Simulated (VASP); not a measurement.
# InP in VASP: a series of runs

The runs below take InP through single point, with PBE.

Program: VASP 6.6.1. These are calculated values, not measurements. Logs are shortened: lines on timing, memory, paths and dates and some standing lists are left out, and cuts for length are marked.

## (1) The cell of the first run

The cell holds a wire or tube with vacuum around it, 16 atoms: a = 17.300 Å, b = 14.800 Å, c = 5.302 Å, α = 90.00°, β = 90.00°, γ = 90.00°.

## (2) Single point, PBE

INCAR

```
  ALGO = Normal
  EDIFF = 1E-6
  ENCUT = 520
  GGA = PE
  ISIF = 2
  ISMEAR = 0
  LASPH = True
  LCHARG = False
  LREAL = Auto
  LWAVE = False
  NBANDS = 86
  NELM = 80
  PREC = Accurate
  SIGMA = 0.05
```

KPOINTS

```
k-points
0
Gamma
  1 1 10
```

POSCAR

```
InP
1.0
   17.3000000000      0.0000000000      0.0000000000
    0.0000000000     14.8000000000      0.0000000000
    0.0000000000      0.0000000000      5.3023376029
In P
8 8
Direct
    0.2010277678      0.5000000000      0.0000000000
    0.6424198849      0.5000000000      0.0000000000
    0.5674952675      0.3482033528      0.5000000000
    0.5674952675      0.6517966472      0.5000000000
    0.3575801151      0.5000000000      0.5000000000
    0.7989722322      0.5000000000      0.5000000000
    0.4325047325      0.3482033528      0.0000000000
    0.4325047325      0.6517966472      0.0000000000
    0.3531909924      0.5000000000      0.0000000000
    0.7908586531      0.5000000000      0.0000000000
    0.4176867236      0.3357530470      0.5000000000
    0.4176867236      0.6642469530      0.5000000000
    0.2091413469      0.5000000000      0.5000000000
    0.6468090076      0.5000000000      0.5000000000
    0.5823132764      0.3357530470      0.0000000000
    0.5823132764      0.6642469530      0.0000000000
```

Potentials or basis: VASP PAW PBE potentials, release 64 (In_d, P).

Started as:

```
$ cat potpaw_PBE.64/In_d/POTCAR potpaw_PBE.64/P/POTCAR > POTCAR
$ mpirun -np 1 vasp_std > vasp.out
```

OUTCAR:

```text
EDIFF = 1E-6
   ENCUT = 520
   GGA = PE
   ISIF = 2
   ISMEAR = 0
   LASPH = True
   LREAL = Auto
   NELM = 80
   PREC = Accurate

 ion  position               nearest neighbor table
   1  0.201  0.500  0.000-   9 2.63  13 2.65  13 2.65   5 3.79   5 3.79
   2  0.642  0.500  0.000-  10 2.57  15 2.64  16 2.64  14 2.65  14 2.65   4 3.71   3 3.71   4 3.71
                             3 3.71   6 3.79   6 3.79
   3  0.567  0.348  0.500-  11 2.60  14 2.63  15 2.67  15 2.67   7 3.53   7 3.53   2 3.71   2 3.71

   4  0.567  0.652  0.500-  12 2.60  14 2.63  16 2.67  16 2.67   8 3.53   8 3.53   2 3.71   2 3.71
[... 6 lines left out ...]
   8  0.433  0.652  0.000-  16 2.60   9 2.63  12 2.67  12 2.67   4 3.53   4 3.53   5 3.71   5 3.71

   9  0.353  0.500  0.000-   1 2.63   7 2.63   8 2.63   5 2.65   5 2.65
  10  0.791  0.500  0.000-   2 2.57   6 2.65   6 2.65
  11  0.418  0.336  0.500-   3 2.60   5 2.64   7 2.67   7 2.67
  12  0.418  0.664  0.500-   4 2.60   5 2.64   8 2.67   8 2.67
  13  0.209  0.500  0.500-   5 2.57   1 2.65   1 2.65
  14  0.647  0.500  0.500-   6 2.63   4 2.63   3 2.63   2 2.65   2 2.65
  15  0.582  0.336  0.000-   7 2.60   2 2.64   3 2.67   3 2.67
  16  0.582  0.664  0.000-   8 2.60   2 2.64   4 2.67   4 2.67

  LATTYP: Found a simple orthorhombic cell.
 ALAT       =     5.3023376029
 B/A-ratio  =     2.7912217419
 C/A-ratio  =     3.2627119010

  Lattice vectors:

 A1 = (   0.0000000000,   0.0000000000,  -5.3023376029)
 A2 = (   0.0000000000,  14.8000000000,   0.0000000000)
 A3 = (  17.3000000000,   0.0000000000,   0.0000000000)

Analysis of symmetry for initial positions (statically):
=====================================================================
 Subroutine PRICEL returns:
 Original cell was already a primitive cell.

 Routine SETGRP: Setting up the symmetry group for a
 simple orthorhombic supercell.

 Subroutine GETGRP returns: Found  8 space group operations
 (whereof  4 operations were pure point group operations)
 out of a pool of  8 trial point group operations.

The static configuration has the point symmetry C_2v.
 The point group associated with its full space group is D_2h.

Analysis of symmetry for dynamics (positions and initial velocities):
=====================================================================
 Subroutine PRICEL returns:
 Original cell was already a primitive cell.

 Routine SETGRP: Setting up the symmetry group for a
 simple orthorhombic supercell.

 Subroutine GETGRP returns: Found  8 space group operations
 (whereof  4 operations were pure point group operations)
 out of a pool of  8 trial point group operations.

[... 118 lines left out ...]
   POTIM  = 0.5000    time-step for ionic-motion
   TEBEG  =    0.0;   TEEND  =   0.0 temperature during run
   PSTRESS=    0.0 pullay stress
   NELECT =     144.0000    total number of electrons
   NUPDOWN=      -1.0000    fix difference up-down
   EMIN   =  10.00;   EMAX   =-10.00  energy-range for DOS
   EFERMI =   0.00;   METHOD = LEGACY
   ISMEAR =     0;   SIGMA  =   0.05  broadening in eV -4-tet -1-fermi 0-gaus
   EFERMI_NEDOS =   21; number of points for ismear=-14 and -15
   IALGO  =     38    algorithm
   IMIX   =      4    mixing-type and parameters
     AMIX     =   0.40;   BMIX     =  1.00
     AMIX_MAG =   1.60;   BMIX_MAG =  1.00
  volume/ion in A,a.u.               =      84.85       572.60
  Fermi-wavevector in a.u.,A,eV,Ry     =   0.774944  1.464433  8.170829  0.600539
  Thomas-Fermi vector in A             =   1.877108
   LORBIT       =      0    0 simple, 1 ext, 2 COOP (PROOUT), +10 PAW based schemes
   GGA     = PE    functional components
   LHFCALC =     F    Hartree Fock is set to
   AEXX    =    0.0000 exact exchange contribution
   IVDW    =     0    specifies the selected vdW correction
   LEPSILON=     F    determine dielectric tensor
   LRPA    =     F    only Hartree local field effects (RPA)
 non-spin polarized calculation
 Gauss-broadening in eV      SIGMA  =   0.05
  energy-cutoff  :      520.00
  volume of cell :     1357.61
 maximum number of plane-waves:     36622
 NGX is ok and might be reduce to   140
   NGX = 65   NGY = 55   NGZ = 19

 number of electron     144.0000074 magnetization

 Free energy of the ion-electron system (eV)
  ---------------------------------------------------
  ext. energy  EPLUGINS =         0.00000000
  ---------------------------------------------------
  free energy    TOTEN  =       -58.42390825 eV

  energy without entropy =      -58.41824083  energy(sigma->0) =      -58.42107454

 E-fermi :  -1.6302     XC(G=0):  -3.6440

 val. band max:       -1.6302415899   @ k =   0.0000   0.0000   0.1000
 cond. band min:      -1.5058332474   @ k =   0.0000   0.0000   0.5000
 fundamental gap:      0.1244083425
 Fermi energy:        -1.6302383290

 k-point     1 :       0.0000    0.0000    0.0000
  band No.  band energies     occupation
      1     -16.3506      2.00000
      2     -16.3460      2.00000
      3     -16.3116      2.00000
      4     -16.2957      2.00000
      5     -16.2845      2.00000
      6     -16.2771      2.00000
[... 511 lines left out ...]
     83       1.6789      0.00000
     84       1.6789      0.00000
 [bands above 84 left out]

------------------------ aborting loop because EDIFF is reached ----------------------------------------

  FORCE on cell =-STRESS in cart. coord.  units (eV):
  Direction    XX          YY          ZZ          XY          YZ          ZX
  --------------------------------------------------------------------------------------
  -------------------------------------------------------------------------------------
  Total        0.0034968     -0.3264456     -0.0236088      0.0000000      0.0000000      0.0000000
  in kB        0.0041267     -0.3852531     -0.0278618      0.0000000      0.0000000      0.0000000
  external PRESSURE =      -0.1363294 kB  Pullay stress =       0.0000000 kB

 VOLUME and BASIS-vectors are now :
 -----------------------------------------------------------------------------
  energy-cutoff  :      520.00
  volume of cell :     1357.61
      direct lattice vectors                 reciprocal lattice vectors
    17.300000000  0.000000000  0.000000000     0.057803468  0.000000000  0.000000000
     0.000000000 14.800000000  0.000000000     0.000000000  0.067567568  0.000000000
     0.000000000  0.000000000  5.302337603     0.000000000  0.000000000  0.188596064

 POSITION                                       TOTAL-FORCE (eV/Angst)
 -----------------------------------------------------------------------------------
      3.47778      7.40000      0.00000        -0.003098     -0.000000      0.000000
     11.11386      7.40000      0.00000        -0.019230     -0.000000      0.000000
      9.81767      5.15341      2.65117        -0.005948      0.009728      0.000000
      9.81767      9.64659      2.65117        -0.005948     -0.009728      0.000000
      6.18614      7.40000      2.65117         0.019230     -0.000000      0.000000
     13.82222      7.40000      2.65117         0.003098     -0.000000      0.000000
[... 8 lines left out ...]
     10.07402      4.96915      0.00000         0.004004      0.008755     -0.000000
     10.07402      9.83085      0.00000         0.004004     -0.008755      0.000000
 -----------------------------------------------------------------------------------
    total drift:                                0.000000     -0.000000      0.000000

  FREE ENERGIE OF THE ION-ELECTRON SYSTEM (eV)
  ---------------------------------------------------
  free  energy   TOTEN  =       -58.4239082492 eV

  energy  without entropy=      -58.4182408260  energy(sigma->0) =      -58.42107454
```

stdout:

```text
POSCAR found type information on POSCAR InP
 POSCAR found :  2 types and      16 ions
 scaLAPACK will be used
 LDA part: xc-table for (Slater+PW92), standard interpolation
 POSCAR, INCAR and KPOINTS ok, starting setup
 FFT: planning ... GRIDC
 FFT: planning ... GRID_SOFT
 FFT: planning ... GRID
 WAVECAR not read
 entering main loop
```

Run time: 35 min. Hardware: 1 thread of AMD EPYC 7R13 (Zen 3), shared host; peak memory 1.2 GiB.

What came out:

```
Free energy            : -58.4239 eV
Largest force          : 0.019 eV/Å
Band gap on the k mesh : zero (bands 72 and 73 overlap by 0.67 eV)
```

Forces on the atoms (eV/Å):
```
In  -0.003  0.000  0.000
In  -0.019  0.000  0.000
In  -0.006  0.010  0.000
In  -0.006 -0.010  0.000
In   0.019  0.000  0.000
In   0.003  0.000  0.000
In   0.006  0.010  0.000
In   0.006 -0.010  0.000
P    0.003  0.000  0.000
P    0.008  0.000  0.000
P   -0.004  0.009  0.000
P   -0.004 -0.009  0.000
P   -0.008  0.000  0.000
P   -0.003  0.000  0.000
P    0.004  0.009  0.000
P    0.004 -0.009  0.000
```

Levels at points of the mesh, in eV from the Fermi level:
```csv
k point,band 68,band 69,band 70,band 71,band 72,band 73,band 74,band 75,band 76,band 77
"(0.00, 0.00, 0.00)",-1.74,-1.17,-0.93,-0.80,-0.80,-0.55,0.21,0.51,0.56,0.94
"(0.00, 0.00, 0.50)",-0.75,-0.13,-0.13,0.12,0.12,1.61,1.61,1.89,1.89,2.50
```

Caveat: spin-orbit coupling is left out, which moves the levels of the heavy elements.

## (3) Single point, PBE

This run uses another cell than the first one.

INCAR

```
PREC = Accurate ; ENCUT = 520
EDIFF = 1E-6 ; ISMEAR = 0
SIGMA = 0.05 ; LREAL = Auto
LASPH = T ; NELM = 100
ALGO = Normal ; ISIF = 2
LWAVE = F ; LCHARG = T
GGA = PE ; LELF = T
LVHAR = T ; NBANDS = 86
```

KPOINTS

```
regular mesh
0
Gamma
  1 1 10
```

POSCAR

```
InP
1.0
   17.3000000000      0.0000000000      0.0000000000
    0.0000000000     14.8000000000      0.0000000000
    0.0000000000      0.0000000000      5.5403208302
In P
8 8
Direct
    0.2598126808      0.5000000000      0.0000000000
    0.5800624397      0.5000000000      0.0000000000
    0.5800624397      0.3128269990      0.5000000000
    0.5800624397      0.6871730010      0.5000000000
    0.4199375603      0.5000000000      0.5000000000
    0.7401873192      0.5000000000      0.5000000000
    0.4199375603      0.3128269990      0.0000000000
    0.4199375603      0.6871730010      0.0000000000
    0.4199375603      0.5000000000      0.0000000000
    0.7401873192      0.5000000000      0.0000000000
    0.4199375603      0.3128269990      0.5000000000
    0.4199375603      0.6871730010      0.5000000000
    0.2598126808      0.5000000000      0.5000000000
    0.5800624397      0.5000000000      0.5000000000
    0.5800624397      0.3128269990      0.0000000000
    0.5800624397      0.6871730010      0.0000000000
```

Potentials or basis: VASP PAW PBE potentials, release 64 (In_d, P).

Started as:

```
$ cat potpaw_PBE.64/In_d/POTCAR potpaw_PBE.64/P/POTCAR > POTCAR
$ mpirun -np 1 vasp_std > vasp.out
```

Wall time 44 min (1 thread of AMD EPYC 7R13 (Zen 3), shared host); peak memory 1.4 GiB.

It converged, with:

```
Free energy            : -56.3614 eV
Largest force          : 0.739 eV/Å
Band gap on the k mesh : zero (bands 72 and 73 overlap by 0.42 eV)
```

Forces in eV/Å, atoms in the order of the input:
```
In   0.298  0.000  0.000
In   0.687  0.000  0.000
In  -0.696  0.249  0.000
In  -0.696 -0.249  0.000
In  -0.687  0.000  0.000
In  -0.298  0.000  0.000
In   0.696  0.249  0.000
In   0.696 -0.249  0.000
P   -0.538  0.000  0.000
P   -0.351  0.000  0.000
P    0.430  0.040  0.000
P    0.430 -0.040  0.000
P    0.351  0.000  0.000
P    0.538  0.000  0.000
P   -0.430  0.040  0.000
P   -0.430 -0.040  0.000
```

Levels at points of the mesh, in eV from the Fermi level:
| k point | band 69 | band 70 | band 71 | band 72 | band 73 | band 74 | band 75 | band 76 |
| --- | --- | --- | --- | --- | --- | --- | --- | --- |
| (0.00, 0.00, 0.00) | -0.85 | -0.71 | -0.67 | -0.30 | -0.28 | -0.20 | -0.08 | 0.95 |
| (0.00, 0.00, 0.50) | 0.02 | 0.02 | 0.14 | 0.14 | 1.54 | 1.54 | 1.60 | 1.60 |

Caveat: spin-orbit coupling is left out, which moves the levels of the heavy elements.

The gap in the log of VASP goes by the Fermi energy; the results here count the filled bands.